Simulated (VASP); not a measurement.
# CsPbCl3 (R-3m) in VASP: relaxation of cell and atoms with PBE

Aim: the relaxation of cell and atoms of CsPbCl3 with PBE.

Everything below comes from runs of VASP 6.6.1. Logs are shortened: lines on timing, memory, paths and dates and some standing lists are left out, and cuts for length are marked.

## Step 1: The cell of the first run

The typed cell holds 5 atoms: a = 5.736 Å, b = 5.736 Å, c = 5.736 Å, α = 89.99°, β = 89.99°, γ = 89.99°.

## Step 2: Relaxation of cell and atoms, PBE

INCAR reads:

```
ALGO = Normal
EDIFF = 1E-6
EDIFFG = -0.005
ENCUT = 600
GGA = PE
IBRION = 2
ISIF = 3
ISMEAR = 0
LASPH = True
LCHARG = False
LREAL = False
LWAVE = False
NELM = 100
NSW = 100
PREC = Accurate
SIGMA = 0.02
```

KPOINTS reads:

```
k-points
0
Gamma
  6 6 6
```

POSCAR reads:

```
CsPbCl3
1.0
    4.0556091459      2.3415070321      3.3126565719
   -4.0556091459      2.3415070321      3.3126565719
    0.0000000000     -4.6830140642      3.3126565719
Cs Pb Cl
1 1 3
Direct
    0.5000000000      0.5000000000      0.5000000000
    0.0000000000      0.0000000000      0.0000000000
    0.5000000000      0.0000014977      0.9999985023
    0.0000014977      0.9999985023      0.5000000000
    0.9999985023      0.5000000000      0.0000014977
```

Potentials or basis: VASP PAW PBE potentials, release 64 (Cs_sv, Pb_d, Cl).

The run is started by

```
cat potpaw_PBE.64/Cs_sv/POTCAR potpaw_PBE.64/Pb_d/POTCAR potpaw_PBE.64/Cl/POTCAR > POTCAR
mpirun -np 1 vasp_std > vasp.out
```

OUTCAR:

```text
EDIFF = 1E-6
   EDIFFG = -0.005
   ENCUT = 600
   GGA = PE
   IBRION = 2
   ISIF = 3
   ISMEAR = 0
   LASPH = True
   LREAL = False
   NELM = 100
   NSW = 100
   PREC = Accurate

 ion  position               nearest neighbor table
   1  0.500  0.500  0.500-
   2  0.000  0.000  0.000-   4 2.87   4 2.87   3 2.87   5 2.87   5 2.87   3 2.87
   3  0.500  0.000  1.000-   2 2.87   2 2.87
   4  0.000  1.000  0.500-   2 2.87   2 2.87
   5  1.000  0.500  0.000-   2 2.87   2 2.87

  LATTYP: Found a trigonal (rhomboedric) cell.
 ALAT       =     5.7362282285
 COS(alpha) =     0.0002547751

  Lattice vectors:

 A1 = (   4.0556091459,   2.3415070321,   3.3126565719)
 A2 = (  -4.0556091459,   2.3415070321,   3.3126565719)
 A3 = (   0.0000000000,  -4.6830140642,   3.3126565719)

Analysis of symmetry for initial positions (statically):
=====================================================================
 Subroutine PRICEL returns:
 Original cell was already a primitive cell.

 Routine SETGRP: Setting up the symmetry group for a
 trigonal (rhombohedral) supercell.

 Subroutine GETGRP returns: Found 12 space group operations
 (whereof 12 operations were pure point group operations)
 out of a pool of 12 trial point group operations.

The static configuration has the point symmetry D_3d.

Analysis of symmetry for dynamics (positions and initial velocities):
=====================================================================
 Subroutine PRICEL returns:
 Original cell was already a primitive cell.

 Routine SETGRP: Setting up the symmetry group for a
 trigonal (rhombohedral) supercell.

 Subroutine GETGRP returns: Found 12 space group operations
 (whereof 12 operations were pure point group operations)
 out of a pool of 12 trial point group operations.

The dynamic configuration has the point symmetry D_3d.

 Subroutine INISYM returns: Found 12 space group operations
 (whereof 12 operations are pure point group operations),
 and found     1 'primitive' translations

----------------------------------------------------------------------------------------

                                     Primitive cell

  volume of cell :     188.7466

  direct lattice vectors                    reciprocal lattice vectors
     4.055609146  2.341507032  3.312656572     0.123286042  0.071179230  0.100624175
    -4.055609146  2.341507032  3.312656572    -0.123286042  0.071179230  0.100624175
[... 94 lines left out ...]
   NSW    =    100    number of steps for IOM
   IBRION =      2    ionic relax: 0-MD 1-quasi-New 2-CG
   NFREE  =      1    steps in history (QN), initial steepest desc. (CG)
   ISIF   =      3    stress and relaxation
   ISYM   =      2    0-nonsym 1-usesym 2-fastsym
   POTIM  = 0.5000    time-step for ionic-motion
   TEBEG  =    0.0;   TEEND  =   0.0 temperature during run
   PSTRESS=    0.0 pullay stress
   NELECT =      44.0000    total number of electrons
   NUPDOWN=      -1.0000    fix difference up-down
   EMIN   =  10.00;   EMAX   =-10.00  energy-range for DOS
   EFERMI =   0.00;   METHOD = LEGACY
   ISMEAR =     0;   SIGMA  =   0.02  broadening in eV -4-tet -1-fermi 0-gaus
   EFERMI_NEDOS =   21; number of points for ismear=-14 and -15
   IALGO  =     38    algorithm
   IMIX   =      4    mixing-type and parameters
     AMIX     =   0.40;   BMIX     =  1.00
     AMIX_MAG =   1.60;   BMIX_MAG =  1.00
  volume/ion in A,a.u.               =      37.75       254.75
  Fermi-wavevector in a.u.,A,eV,Ry     =   1.007549  1.903991 13.812010  1.015154
  Thomas-Fermi vector in A             =   2.140360
   LORBIT       =      0    0 simple, 1 ext, 2 COOP (PROOUT), +10 PAW based schemes
   GGA     = PE    functional components
   LHFCALC =     F    Hartree Fock is set to
   AEXX    =    0.0000 exact exchange contribution
   IVDW    =     0    specifies the selected vdW correction
   LEPSILON=     F    determine dielectric tensor
   LRPA    =     F    only Hartree local field effects (RPA)
 conjugate gradient relaxation of ions
 non-spin polarized calculation
 Gauss-broadening in eV      SIGMA  =   0.02
  energy-cutoff  :      600.00
  volume of cell :      188.75
 maximum number of plane-waves:      6355
 NGX is ok and might be reduce to    48
   NGX = 23   NGY = 23   NGZ = 23

 number of electron      44.0000012 magnetization

 Free energy of the ion-electron system (eV)
  ---------------------------------------------------
  ext. energy  EPLUGINS =         0.00000000
  ---------------------------------------------------
  free energy    TOTEN  =       -17.56607056 eV

  energy without entropy =      -17.56607056  energy(sigma->0) =      -17.56607056

 E-fermi :   1.0738     XC(G=0):  -7.5271

 val. band max:        0.9510290485   @ k =   0.5000   0.5000   0.5000
 cond. band min:       3.1695396048   @ k =   0.5000   0.5000   0.5000
 fundamental gap:      2.2185105563
 Fermi energy:         1.0737869820

 k-point     1 :       0.0000    0.0000    0.0000
  band No.  band energies     occupation
      1     -20.0787      2.00000
      2     -15.5528      2.00000
      3     -15.5528      2.00000
      4     -15.3950      2.00000
      5     -15.3950      2.00000
      6     -15.3949      2.00000
[... 685 lines left out ...]
     25       5.3546      0.00000
     26       6.5745      0.00000

 [... further k-points ...]

------------------------ aborting loop because EDIFF is reached ----------------------------------------

  FORCE on cell =-STRESS in cart. coord.  units (eV):
  Direction    XX          YY          ZZ          XY          YZ          ZX
  --------------------------------------------------------------------------------------
  -------------------------------------------------------------------------------------
  Total       -0.0193527     -0.0193527     -0.0240180      0.0000000     -0.0000000     -0.0000000
  in kB       -0.1642760     -0.1642760     -0.2038767      0.0000000     -0.0000000     -0.0000000
  external PRESSURE =      -0.1774762 kB  Pullay stress =       0.0000000 kB

 VOLUME and BASIS-vectors are now :
 -----------------------------------------------------------------------------
  energy-cutoff  :      600.00
  volume of cell :      188.75
      direct lattice vectors                 reciprocal lattice vectors
     4.055609146  2.341507032  3.312656572     0.123286042  0.071179230  0.100624175
    -4.055609146  2.341507032  3.312656572    -0.123286042  0.071179230  0.100624175
     0.000000000 -4.683014064  3.312656572     0.000000000 -0.142358459  0.100624175

 POSITION                                       TOTAL-FORCE (eV/Angst)
 -----------------------------------------------------------------------------------
      0.00000      0.00000      4.96898         0.000000     -0.000000      0.000000
      0.00000      0.00000      0.00000         0.000000     -0.000000      0.000000
      2.02780     -3.51225      4.96898         0.000000     -0.000000      0.000000
     -4.05560      0.00000      4.96898         0.000000      0.000000     -0.000000
      2.02780      3.51225      4.96898        -0.000000     -0.000000      0.000000
 -----------------------------------------------------------------------------------
    total drift:                                0.000000     -0.000000      0.000000

  FREE ENERGIE OF THE ION-ELECTRON SYSTEM (eV)
  ---------------------------------------------------
  free  energy   TOTEN  =       -17.5660705615 eV

  energy  without entropy=      -17.5660705615  energy(sigma->0) =      -17.56607056

 reached required accuracy - stopping structural energy minimisation
```

OSZICAR:

```text
N       E                     dE             d eps       ncg     rms          rms(c)
DAV:   1     0.446090043184E+03    0.44609E+03   -0.20388E+04  1664   0.167E+03
DAV:   2     0.342017025493E+02   -0.41189E+03   -0.40177E+03  2144   0.367E+02
DAV:   3    -0.165038079607E+02   -0.50706E+02   -0.50455E+02  1938   0.140E+02
DAV:   4    -0.184937121765E+02   -0.19899E+01   -0.19854E+01  2352   0.357E+01
DAV:   5    -0.185473419597E+02   -0.53630E-01   -0.53604E-01  2164   0.466E+00    0.493E+00
DAV:   6    -0.176006612166E+02    0.94668E+00   -0.20286E+00  2392   0.156E+01    0.328E+00
DAV:   7    -0.175531384115E+02    0.47523E-01   -0.71365E-01  2448   0.493E+00    0.187E+00
DAV:   8    -0.175675406269E+02   -0.14402E-01   -0.91520E-02  2236   0.252E+00    0.292E-01
DAV:   9    -0.175653286349E+02    0.22120E-02   -0.24612E-02  2506   0.120E+00    0.142E-01
DAV:  10    -0.175659727770E+02   -0.64414E-03   -0.24046E-03  1986   0.318E-01    0.477E-02
DAV:  11    -0.175660678652E+02   -0.95088E-04   -0.21584E-04  2260   0.120E-01    0.122E-02
DAV:  12    -0.175660711896E+02   -0.33244E-05   -0.32819E-05  2258   0.672E-02    0.781E-03
DAV:  13    -0.175660705615E+02    0.62808E-06   -0.32170E-06  1806   0.112E-02
   1 F= -.17566071E+02 E0= -.17566071E+02  d E =-.175661E+02
```

Wall time 68 s (1 thread of Intel Xeon 6975P-C (Granite Rapids), shared host); peak memory 0.45 GiB.

What came out:

```yaml
Free_energy: -17.5661 eV
Pressure_after_relaxing: 0.0 GPa
Band_gap_on_the_k_mesh: 2.22 eV
```

Final structure:
```yaml
crystal:
  lattice:
    - [4.05561, 2.34151, 3.31266]
    - [-4.05561, 2.34151, 3.31266]
    - [0.00000, -4.68301, 3.31266]
  atoms:
    - { symbol: Cs, position: [0.50000, 0.50000, 0.50000] }
    - { symbol: Pb, position: [0.00000, 0.00000, 0.00000] }
    - { symbol: Cl, position: [0.50000, 0.00000, 0.00000] }
    - { symbol: Cl, position: [0.00000, 0.00000, 0.50000] }
    - { symbol: Cl, position: [0.00000, 0.50000, 0.00000] }
```

Caveat: the relaxation stopped at its first step, so nothing moved; spin-orbit coupling is left out, which moves the levels of the heavy elements. A k mesh can miss the band edges.
